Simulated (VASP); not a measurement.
# Hf (Im-3m) in VASP: a series of runs, part 2 of 3

VASP 6.6.1. Earlier steps stand in the parts before.

## Step 3: Single point, PBEsol (volume scaled by 1.02)

INCAR reads:

```
SYSTEM = Hf
  ALGO = Fast
  EDIFF = 1E-6
  ENCUT = 520
  GGA = PS
  ISIF = 2
  ISMEAR = -1
  LASPH = .TRUE.
  LCHARG = .FALSE.
  LREAL = .FALSE.
  LWAVE = .FALSE.
  NBANDS = 11
  NELM = 80
  PREC = Accurate
  SIGMA = 0.05
```

KPOINTS reads:

```
k-points
0
G
  10 10 10
  0 0 0
```

POSCAR reads:

```
Hf
1.0
   -1.8169539908      1.8169539908      1.8169539908
    1.8169539908     -1.8169539908      1.8169539908
    1.8169539908      1.8169539908     -1.8169539908
Hf
1
Direct
    0.0000000000      0.0000000000      0.0000000000
```

Potentials or basis: VASP PAW PBE potentials, release 64 (Hf_pv).

The run is started by

```console
$ cat potpaw_PBE.64/Hf_pv/POTCAR > POTCAR
$ mpirun -np 1 vasp_std > vasp.out
```

OUTCAR:

```text
SYSTEM = Hf
   EDIFF = 1E-6
   ENCUT = 520
   GGA = PS
   ISIF = 2
   ISMEAR = -1
   LASPH = .TRUE.
   LREAL = .FALSE.
   NELM = 80
   PREC = Accurate

 ion  position               nearest neighbor table
   1  0.000  0.000  0.000-

  LATTYP: Found a body centered cubic cell.
 ALAT       =     3.6339079816

  Lattice vectors:

 A1 = (  -1.8169539908,   1.8169539908,   1.8169539908)
 A2 = (   1.8169539908,  -1.8169539908,   1.8169539908)
 A3 = (   1.8169539908,   1.8169539908,  -1.8169539908)

Analysis of symmetry for initial positions (statically):
=====================================================================
 Subroutine PRICEL returns:
 Original cell was already a primitive cell.

 Routine SETGRP: Setting up the symmetry group for a
 body centered cubic supercell.

 Subroutine GETGRP returns: Found 48 space group operations
[... 9 lines left out ...]

 Routine SETGRP: Setting up the symmetry group for a
 body centered cubic supercell.

 Subroutine GETGRP returns: Found 48 space group operations
[... 11 lines left out ...]
                                     Primitive cell

  volume of cell :      23.9934

  direct lattice vectors                    reciprocal lattice vectors
    -1.816953991  1.816953991  1.816953991     0.000000000  0.275185834  0.275185834
     1.816953991 -1.816953991  1.816953991     0.275185834  0.000000000  0.275185834
     1.816953991  1.816953991 -1.816953991     0.275185834  0.275185834  0.000000000

  length of vectors
     3.147056627  3.147056627  3.147056627     0.389171539  0.389171539  0.389171539

  position of ions in fractional coordinates (direct lattice)
     0.000000000  0.000000000  0.000000000

  ion indices of the primitive-cell ions
   primitive index   ion index
                 1           1

----------------------------------------------------------------------------------------

 KPOINTS: k-points

Automatic generation of k-mesh.
 Grid dimensions read from file:
 generate k-points for:   10   10   10

 Generating k-lattice:

  Cartesian coordinates                     Fractional coordinates (reciprocal lattice)
     0.000000000  0.027518583  0.027518583     0.100000000  0.000000000  0.000000000
     0.027518583  0.000000000  0.027518583     0.000000000  0.100000000  0.000000000
     0.027518583  0.027518583  0.000000000     0.000000000  0.000000000  0.100000000

  Length of vectors
     0.038917154  0.038917154  0.038917154

  Shift w.r.t. Gamma in fractional coordinates (k-lattice)
     0.000000000  0.000000000  0.000000000

 Subroutine IBZKPT returns following result:
 ===========================================

 Found     47 irreducible k-points:

 Following reciprocal coordinates:
            Coordinates               Weight
  0.000000  0.000000  0.000000      1.000000
  0.100000  0.000000  0.000000     12.000000
  0.200000  0.000000  0.000000     12.000000
  0.300000  0.000000  0.000000     12.000000
  0.400000  0.000000  0.000000     12.000000
  0.500000  0.000000  0.000000      6.000000
[... 16 lines left out ...]
  0.300000  0.300000  0.100000      8.000000
 -0.300000  0.300000  0.100000     24.000000
 [... further k-points ...]
   k-points           NKPTS =     47   k-points in BZ     NKDIM =     47   number of bands    NBANDS=     11
   number of dos      NEDOS =    301   number of ions     NIONS =      1
   total plane-waves  NPLWV =  13824
   dimension x,y,z NGX =    24 NGY =   24 NGZ =   24
   dimension x,y,z NGXF=    48 NGYF=   48 NGZF=   48
   ions per type =               1
   NGX,Y,Z   is equivalent  to a cutoff of  12.68, 12.68, 12.68 a.u.
   NGXF,Y,Z  is equivalent  to a cutoff of  25.36, 25.36, 25.36 a.u.
 SYSTEM =  Hf
   PREC   = accura    normal or accurate (medium, high low for compatibility)
   ISTART =      0    job   : 0-new  1-cont  2-samecut
   ICHARG =      2    charge: 1-file 2-atom 10-const
   ISPIN  =      1    spin polarized calculation?
   LNONCOLLINEAR =      F non collinear calculations
   LSORBIT =      F    spin-orbit coupling
   LASPH  =      T    aspherical Exc in radial PAW
   ENCUT  =  520.0 eV  38.22 Ry    6.18 a.u.   5.85  5.85  5.85*2*pi/ulx,y,z
   NELM   =     80;   NELMIN=  2; NELMDL= -5     # of ELM steps
   EDIFF  = 0.1E-05   stopping-criterion for ELM
   LREAL  =      F    real-space projection
   EDIFFG = 0.1E-04   stopping-criterion for IOM
   NSW    =      0    number of steps for IOM
   IBRION =     -1    ionic relax: 0-MD 1-quasi-New 2-CG
   NFREE  =      0    steps in history (QN), initial steepest desc. (CG)
   ISIF   =      2    stress and relaxation
   ISYM   =      2    0-nonsym 1-usesym 2-fastsym
   POTIM  = 0.5000    time-step for ionic-motion
   TEBEG  =    0.0;   TEEND  =   0.0 temperature during run
   PSTRESS=    0.0 pullay stress
   NELECT =      10.0000    total number of electrons
   NUPDOWN=      -1.0000    fix difference up-down
   EMIN   =  10.00;   EMAX   =-10.00  energy-range for DOS
   EFERMI =   0.00;   METHOD = LEGACY
   ISMEAR =    -1;   SIGMA  =   0.05  broadening in eV -4-tet -1-fermi 0-gaus
   EFERMI_NEDOS =   21; number of points for ismear=-14 and -15
   IALGO  =     68    algorithm
   IMIX   =      4    mixing-type and parameters
     AMIX     =   0.40;   BMIX     =  1.00
     AMIX_MAG =   1.60;   BMIX_MAG =  1.00
  volume/ion in A,a.u.               =      23.99       161.92
  Fermi-wavevector in a.u.,A,eV,Ry     =   1.222862  2.310875 20.346047  1.495392
  Thomas-Fermi vector in A             =   2.357994
   LORBIT       =      0    0 simple, 1 ext, 2 COOP (PROOUT), +10 PAW based schemes
   GGA     = PS    functional components
   LHFCALC =     F    Hartree Fock is set to
   AEXX    =    0.0000 exact exchange contribution
   IVDW    =     0    specifies the selected vdW correction
   LEPSILON=     F    determine dielectric tensor
   LRPA    =     F    only Hartree local field effects (RPA)
 non-spin polarized calculation
 RMM-DIIS sequential band-by-band and
  energy-cutoff  :      520.00
  volume of cell :       23.99
 maximum number of plane-waves:       682
   NGX = 11   NGY = 11   NGZ = 11

 number of electron      10.0000000 magnetization

 number of electron       9.9999998 magnetization

 Free energy of the ion-electron system (eV)
  ---------------------------------------------------
  ext. energy  EPLUGINS =         0.00000000
  ---------------------------------------------------
  free energy    TOTEN  =       -10.24265959 eV

  energy without entropy =      -10.22667074  energy(sigma->0) =      -10.23466516

 E-fermi :   3.9638     XC(G=0): -11.0764

 val. band max:        3.9625952844   @ k =   0.3000   0.2000  -0.0000
 cond. band min:       4.0180852301   @ k =   0.4000   0.2000   0.0000
 fundamental gap:      0.0554899457
 Fermi energy:         3.9637679917

 k-point     1 :       0.0000    0.0000    0.0000
  band No.  band energies     occupation
      1     -26.0989      2.00000
      2     -26.0989      2.00000
      3     -26.0989      2.00000
      4      -2.8509      2.00000
      5       5.4086      0.00000
      6       5.4086      0.00000
      7       5.4086      0.00000
      8       8.0033      0.00000
      9       8.0033      0.00000
     10      16.9509      0.00000
     11      16.9509      0.00000

 k-point     2 :       0.1000    0.0000    0.0000
  band No.  band energies     occupation
      1     -26.1643      2.00000
      2     -26.1198      2.00000
      3     -26.0990      2.00000
      4      -2.5126      2.00000
      5       5.1813      0.00000
      6       5.3039      0.00000
      7       5.7410      0.00000
      8       7.6832      0.00000
      9       8.0049      0.00000
     10      17.2403      0.00000
     11      17.5764      0.00000

 k-point     3 :       0.2000    0.0000    0.0000
  band No.  band energies     occupation
      1     -26.3317      2.00000
      2     -26.1739      2.00000
      3     -26.0994      2.00000
      4      -1.5825      2.00000
      5       4.6532      0.00000
      6       4.8274      0.00000
      7       6.7094      0.00000
      8       7.4451      0.00000
      9       8.0640      0.00000
     10      17.3743      0.00000
     11      18.2413      0.00000
[... 267 lines left out ...]
 k-point    23 :       0.3000    0.3000    0.1000
  band No.  band energies     occupation
      1     -26.5094      2.00000
      2     -26.5094      2.00000
      3     -26.2362      2.00000
      4       2.6611      2.00000
      5       3.4838      1.99986
      6       3.4838      1.99986
      7       8.6652      0.00000
      8       8.6652      0.00000
      9       9.7891      0.00000
     10      13.9938      0.00000
     11      13.9938      0.00000

 k-point    24 :      -0.3000    0.3000    0.1000
  band No.  band energies     occupation
      1     -26.5226      2.00000
      2     -26.2631      2.00000
      3     -26.1492      2.00000
      4      -0.0639      2.00000
      5       4.1976      0.01847
      6       4.3997      0.00033
      7       6.7766      0.00000
      8       8.0976      0.00000
      9       8.6980      0.00000
     10      15.4830      0.00000
     11      17.6671      0.00000

 [... further k-points ...]
[... 5 lines left out ...]
  --------------------------------------------------------------------------------------
  -------------------------------------------------------------------------------------
  Total       -1.6177029     -1.6177029     -1.6177029      0.0000000      0.0000000     -0.0000000
  in kB     -108.0233310   -108.0233310   -108.0233310      0.0000000      0.0000000     -0.0000000
  external PRESSURE =    -108.0233310 kB  Pullay stress =       0.0000000 kB

 VOLUME and BASIS-vectors are now :
 -----------------------------------------------------------------------------
  energy-cutoff  :      520.00
  volume of cell :       23.99
      direct lattice vectors                 reciprocal lattice vectors
    -1.816953991  1.816953991  1.816953991     0.000000000  0.275185834  0.275185834
     1.816953991 -1.816953991  1.816953991     0.275185834  0.000000000  0.275185834
     1.816953991  1.816953991 -1.816953991     0.275185834  0.275185834  0.000000000

 POSITION                                       TOTAL-FORCE (eV/Angst)
 -----------------------------------------------------------------------------------
      0.00000      0.00000      0.00000        -0.000000      0.000000      0.000000
 -----------------------------------------------------------------------------------
    total drift:                                0.000000      0.000000      0.000000

  FREE ENERGIE OF THE ION-ELECTRON SYSTEM (eV)
  ---------------------------------------------------
  free  energy   TOTEN  =       -10.2426595876 eV

  energy  without entropy=      -10.2266707405  energy(sigma->0) =      -10.23466516
```

OSZICAR:

```text
N       E                     dE             d eps       ncg     rms          rms(c)
DAV:   1     0.116202124606E+02    0.11620E+02   -0.57348E+03  1042   0.831E+02
DAV:   2    -0.101883579309E+02   -0.21809E+02   -0.20984E+02  1281   0.150E+02
DAV:   3    -0.106758001436E+02   -0.48744E+00   -0.48464E+00  1302   0.153E+01
DAV:   4    -0.106778011961E+02   -0.20011E-02   -0.20006E-02  1162   0.121E+00
DAV:   5    -0.106778140740E+02   -0.12878E-04   -0.12877E-04  1315   0.855E-02    0.437E+01
RMM:   6    -0.103467965445E+02    0.33102E+00   -0.22116E-01  1057   0.303E+00    0.247E+01
RMM:   7    -0.102466608537E+02    0.10014E+00   -0.39105E-01  1144   0.415E+00    0.105E+00
RMM:   8    -0.102424124562E+02    0.42484E-02   -0.26930E-02  1125   0.132E+00    0.770E-01
RMM:   9    -0.102426145491E+02   -0.20209E-03   -0.37122E-03  1301   0.481E-01    0.915E-02
RMM:  10    -0.102426517371E+02   -0.37188E-04   -0.60971E-04  1324   0.185E-01    0.103E-01
RMM:  11    -0.102426591850E+02   -0.74480E-05   -0.87767E-05  1384   0.800E-02    0.240E-02
RMM:  12    -0.102426595876E+02   -0.40255E-06   -0.90405E-06  1261   0.258E-02
   1 F= -.10242660E+02 E0= -.10234665E+02  d E =-.159888E-01
```

stdout:

```text
POSCAR found type information on POSCAR Hf
 POSCAR found :  1 types and       1 ions
 scaLAPACK will be used
 -----------------------------------------------------------------------------
|                                                                             |
|                                                                             |
|     You enforced a specific xc type in the INCAR file but a different       |
|     I HOPE YOU KNOW WHAT YOU ARE DOING!                                     |
|                                                                             |
 -----------------------------------------------------------------------------

 LDA part: xc-table for (Slater+PW92), standard interpolation
 POSCAR, INCAR and KPOINTS ok, starting setup
 FFT: planning ... GRIDC
 FFT: planning ... GRID_SOFT
 FFT: planning ... GRID
 WAVECAR not read
 entering main loop
```

Run time: 13 s. Hardware: 1 thread of Intel Xeon Platinum 8259CL at 2.50GHz (Skylake/Cascade Lake), shared host; peak memory 0.14 GiB.

Results:

```yaml
Free_energy: -10.2427 eV
Pressure: -10.8 GPa
Band_gap_on_the_k_mesh: zero (band 5 reaches 5.41 eV, above the bottom of band 6 at 3.27 eV)
```

Caveat: the PAW data sets were made with another functional, which shifts forces and pressure a little; spin-orbit coupling is left out, which moves the levels of the heavy elements.

(Part 2 of 3 ends here.)
